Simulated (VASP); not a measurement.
A run of VASP 6.6.1 is set up as follows.

File INCAR:

```
SYSTEM = Si
PREC = Accurate ; ENCUT = 520
EDIFF = 1E-8 ; ISMEAR = 0
SIGMA = 0.01 ; LREAL = .False.
LASPH = .True. ; NELM = 80
ALGO = Normal ; ISIF = 2
LWAVE = .False. ; LCHARG = .False.
IBRION = 8 ; NSW = 1
```

KPOINTS

```
Automatic mesh
0
Gamma
  12 12 12
  0 0 0
```

POSCAR

```
Si
1.0
    0.0000000000      2.5943464380      2.5943464380
    2.5943464380      0.0000000000      2.5943464380
    2.5943464380      2.5943464380      0.0000000000
Si
2
Direct
    0.5000000000      0.5000000000      0.5000000000
    0.7500000000      0.7500000000      0.7500000000
```

Potentials or basis: VASP PAW LDA potentials, release 64 (Si).

Launch:

```bash
$ cat potpaw_LDA.64/Si/POTCAR > POTCAR
$ mpirun -np 1 vasp_std > vasp.out
```

Q: What does it give for the highest phonon frequency at Γ?

A: 579 cm⁻¹.

Phonon frequencies in cm⁻¹ (negative: imaginary):
| q point | frequencies |
| --- | --- |
| (0.000, 0.000, 0.000) | 0 0 0 579 579 579 |

Caveat: the cell wasn't relaxed at this level first, which shifts response properties.
